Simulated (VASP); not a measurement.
# Bi (R-3m) in VASP: single point with PBE

Aim: the single point of Bi with PBE.

All numbers are computed with VASP 6.6.1; they aren't measurements. Logs are shortened: lines on timing, memory, paths and dates and some standing lists are left out, and cuts for length are marked.

### Step 1. The cell of the first run

The structure is trigonal, space group R-3m (No. 166). The conventional cell has a = 4.582 Å, b = 4.582 Å, c = 12.182 Å, α = 90.00°, β = 90.00°, γ = 120.00°. Within 4.1 Å of Bi (site symmetry 3m) lie 6 Bi at 3.11 to 3.59 Å.

### Step 2. Single point, PBE

Input file POSCAR:

```
Bi
1.0
    2.2907744928      1.3225792701      4.0606201668
   -2.2907744928      1.3225792701      4.0606201668
    0.0000000000     -2.6451585401      4.0606201668
Bi
2
Direct
    0.2335238618      0.2335238618      0.2335238618
    0.7664761382      0.7664761382      0.7664761382
```

Input file INCAR.step1:

```
PREC     = Accurate       # precision mode
ENCUT    = 520            # plane-wave cutoff, eV
EDIFF    = 1E-6           # SCF threshold, eV
ISMEAR   = 0              # smearing method
SIGMA    = 0.05           # smearing width, eV
LREAL    = F              # projectors in reciprocal space
LASPH    = T              # aspherical terms in the spheres
NELM     = 60             # most SCF steps
ALGO     = Fast           # electronic algorithm
ISIF     = 2              # what is computed and relaxed
LWAVE    = F              # write WAVECAR
LCHARG   = T              # write CHGCAR
GGA      = PE             # functional
NBANDS   = 22             # bands
```

Input file KPOINTS.step1:

```
regular mesh
0
Gamma
  12 12 12
```

Input file INCAR.step2:

```
PREC     = Accurate       # precision mode
ENCUT    = 520            # plane-wave cutoff, eV
EDIFF    = 1E-6           # SCF threshold, eV
ISMEAR   = -5             # smearing method
SIGMA    = 0.05           # smearing width, eV
LREAL    = F              # projectors in reciprocal space
LASPH    = T              # aspherical terms in the spheres
NELM     = 60             # most SCF steps
ALGO     = Fast           # electronic algorithm
ISIF     = 2              # what is computed and relaxed
LWAVE    = F              # write WAVECAR
LCHARG   = F              # write CHGCAR
GGA      = PE             # functional
LORBIT   = 11             # projections on sites
NEDOS    = 1001           # points of the DOS
ICHARG   = 11             # starting density
```

Input file KPOINTS.step2:

```
regular mesh
0
Gamma
  18 18 18
```

Potentials or basis: VASP PAW PBE potentials, release 64 (Bi_d).

The run is started by

```sh
cat potpaw_PBE.64/Bi_d/POTCAR > POTCAR
cp INCAR.step1 INCAR
cp KPOINTS.step1 KPOINTS
mpirun -np 1 vasp_std > vasp.out
cp INCAR.step2 INCAR
cp KPOINTS.step2 KPOINTS
mpirun -np 1 vasp_std > vasp.out
```

OUTCAR:

```text
PREC = Accurate
   ENCUT = 520
   EDIFF = 1E-6
   ISMEAR = -5
   LREAL = F
   LASPH = T
   NELM = 60
   ISIF = 2
   GGA = PE
   LORBIT = 11
   ICHARG = 11

 ion  position               nearest neighbor table
   1  0.234  0.234  0.234-   2 3.11   2 3.11   2 3.11   2 3.59   2 3.59   2 3.59
   2  0.766  0.766  0.766-   1 3.11   1 3.11   1 3.11   1 3.59   1 3.59   1 3.59

  LATTYP: Found a trigonal (rhomboedric) cell.
 ALAT       =     4.8461840495
 COS(alpha) =     0.5531159386

  Lattice vectors:

 A1 = (   2.2907744928,   1.3225792701,   4.0606201668)
 A2 = (  -2.2907744928,   1.3225792701,   4.0606201668)
 A3 = (   0.0000000000,  -2.6451585401,   4.0606201668)

Analysis of symmetry for initial positions (statically):
=====================================================================
 Subroutine PRICEL returns:
 Original cell was already a primitive cell.

 Routine SETGRP: Setting up the symmetry group for a
 trigonal (rhombohedral) supercell.

 Subroutine GETGRP returns: Found 12 space group operations
 (whereof 12 operations were pure point group operations)
 out of a pool of 12 trial point group operations.

The static configuration has the point symmetry D_3d.

Analysis of symmetry for dynamics (positions and initial velocities):
=====================================================================
 Subroutine PRICEL returns:
 Original cell was already a primitive cell.

 Routine SETGRP: Setting up the symmetry group for a
 trigonal (rhombohedral) supercell.

 Subroutine GETGRP returns: Found 12 space group operations
 (whereof 12 operations were pure point group operations)
 out of a pool of 12 trial point group operations.

The dynamic configuration has the point symmetry D_3d.

 Subroutine INISYM returns: Found 12 space group operations
 (whereof 12 operations are pure point group operations),
 and found     1 'primitive' translations

----------------------------------------------------------------------------------------

                                     Primitive cell

  volume of cell :      73.8155

  direct lattice vectors                    reciprocal lattice vectors
     2.290774493  1.322579270  4.060620167     0.218266792  0.126016391  0.082089267
    -2.290774493  1.322579270  4.060620167    -0.218266792  0.126016391  0.082089267
     0.000000000 -2.645158540  4.060620167     0.000000000 -0.252032782  0.082089267

[... 88 lines left out ...]
   NSW    =      0    number of steps for IOM
   IBRION =     -1    ionic relax: 0-MD 1-quasi-New 2-CG
   NFREE  =      0    steps in history (QN), initial steepest desc. (CG)
   ISIF   =      2    stress and relaxation
   ISYM   =      2    0-nonsym 1-usesym 2-fastsym
   POTIM  = 0.5000    time-step for ionic-motion
   TEBEG  =    0.0;   TEEND  =   0.0 temperature during run
   PSTRESS=    0.0 pullay stress
   NELECT =      30.0000    total number of electrons
   NUPDOWN=      -1.0000    fix difference up-down
   EMIN   =  10.00;   EMAX   =-10.00  energy-range for DOS
   EFERMI =   0.00;   METHOD = LEGACY
   ISMEAR =    -5;   SIGMA  =   0.05  broadening in eV -4-tet -1-fermi 0-gaus
   EFERMI_NEDOS =   21; number of points for ismear=-14 and -15
   IALGO  =     68    algorithm
   IMIX   =      4    mixing-type and parameters
     AMIX     =   0.40;   BMIX     =  1.00
     AMIX_MAG =   1.60;   BMIX_MAG =  1.00
  volume/ion in A,a.u.               =      36.91       249.07
  Fermi-wavevector in a.u.,A,eV,Ry     =   1.212642  2.291562 20.007384  1.470501
  Thomas-Fermi vector in A             =   2.348120
   LORBIT       =     11    0 simple, 1 ext, 2 COOP (PROOUT), +10 PAW based schemes
   GGA     = PE    functional components
   LHFCALC =     F    Hartree Fock is set to
   AEXX    =    0.0000 exact exchange contribution
   IVDW    =     0    specifies the selected vdW correction
   LEPSILON=     F    determine dielectric tensor
   LRPA    =     F    only Hartree local field effects (RPA)
 non-spin polarized calculation
 RMM-DIIS sequential band-by-band and
 Fermi weights with tetrahedron method with Bloechl corrections
  energy-cutoff  :      520.00
  volume of cell :       73.82
 maximum number of plane-waves:      2014

 number of electron      29.9999994 magnetization

 Free energy of the ion-electron system (eV)
  ---------------------------------------------------
  ext. energy  EPLUGINS =         0.00000000
  ---------------------------------------------------
  free energy    TOTEN  =        -7.77126678 eV

  energy without entropy =       -7.77126678  energy(sigma->0) =       -7.77126678

 E-fermi :   5.7784     XC(G=0):  -9.3066

 val. band max:        5.8811383517   @ k =  -0.4444   0.5000   0.4444
 cond. band min:       5.6786443005   @ k =   0.4444   0.0556   0.0556
 fundamental gap:     -0.2024940512
 Fermi energy:         5.7784075064

 k-point     1 :       0.0000    0.0000    0.0000
  band No.  band energies     occupation
      1     -17.0489      2.00000
      2     -17.0489      2.00000
      3     -16.9153      2.00000
      4     -16.9153      2.00000
      5     -16.9020      2.00000
      6     -16.7553      2.00000
[... 505 lines left out ...]
      6     -16.7852      2.00000
[... 11 lines left out ...]
     18       8.2718      0.00000
     19      10.8725      0.00000

 [... further k-points ...]

------------------------ aborting loop because EDIFF is reached ----------------------------------------

  FORCE on cell =-STRESS in cart. coord.  units (eV):
  Direction    XX          YY          ZZ          XY          YZ          ZX
  --------------------------------------------------------------------------------------
  -------------------------------------------------------------------------------------
  Total        0.0215348      0.0215348      0.0210090      0.0000000      0.0000000      0.0000000
  in kB        0.4674171      0.4674171      0.4560046      0.0000000      0.0000000      0.0000000
  external PRESSURE =       0.4636129 kB  Pullay stress =       0.0000000 kB

 VOLUME and BASIS-vectors are now :
 -----------------------------------------------------------------------------
  energy-cutoff  :      520.00
  volume of cell :       73.82
      direct lattice vectors                 reciprocal lattice vectors
     2.290774493  1.322579270  4.060620167     0.218266792  0.126016391  0.082089267
    -2.290774493  1.322579270  4.060620167    -0.218266792  0.126016391  0.082089267
     0.000000000 -2.645158540  4.060620167     0.000000000 -0.252032782  0.082089267

 POSITION                                       TOTAL-FORCE (eV/Angst)
 -----------------------------------------------------------------------------------
      0.00000      0.00000      2.84476         0.000000      0.000000      0.008213
      0.00000      0.00000      9.33711         0.000000     -0.000000     -0.008213
 -----------------------------------------------------------------------------------
    total drift:                                0.000000      0.000000     -0.000000

  FREE ENERGIE OF THE ION-ELECTRON SYSTEM (eV)
  ---------------------------------------------------
  free  energy   TOTEN  =        -7.7712667796 eV

  energy  without entropy=       -7.7712667796  energy(sigma->0) =       -7.77126678

 total charge

# of ion       s       p       d       tot
------------------------------------------
    1        1.532   1.341   9.908  12.781
    2        1.532   1.341   9.908  12.781
--------------------------------------------------
tot          3.063   2.682  19.817  25.561
```

Wall time 6.7 min (1 thread of Intel Xeon 6975P-C (Granite Rapids), shared host); peak memory 0.72 GiB.

Results:

* Valence electrons inside the program's atomic spheres: Bi 12.78

Levels at points of the mesh, in eV from the Fermi level:
| k point | band 12 | band 13 | band 14 | band 15 | band 16 | band 17 | band 18 | band 19 |
| --- | --- | --- | --- | --- | --- | --- | --- | --- |
| (0.00, 0.00, 0.00) | -7.62 | -1.46 | -1.06 | -1.06 | 2.42 | 2.88 | 2.88 | 5.66 |
| (0.50, 0.00, 0.00) | -10.34 | -1.37 | -1.11 | -0.27 | -0.18 | 0.56 | 1.13 | 7.32 |
| (0.50, 0.50, 0.00) | -9.43 | -4.39 | -2.85 | -2.65 | 2.44 | 4.70 | 5.30 | 6.36 |
| (0.50, 0.50, 0.50) | -9.76 | -0.85 | -0.50 | -0.50 | 0.79 | 0.82 | 0.82 | 6.84 |

Caveat: spin-orbit coupling is left out, which moves the levels of the heavy elements.
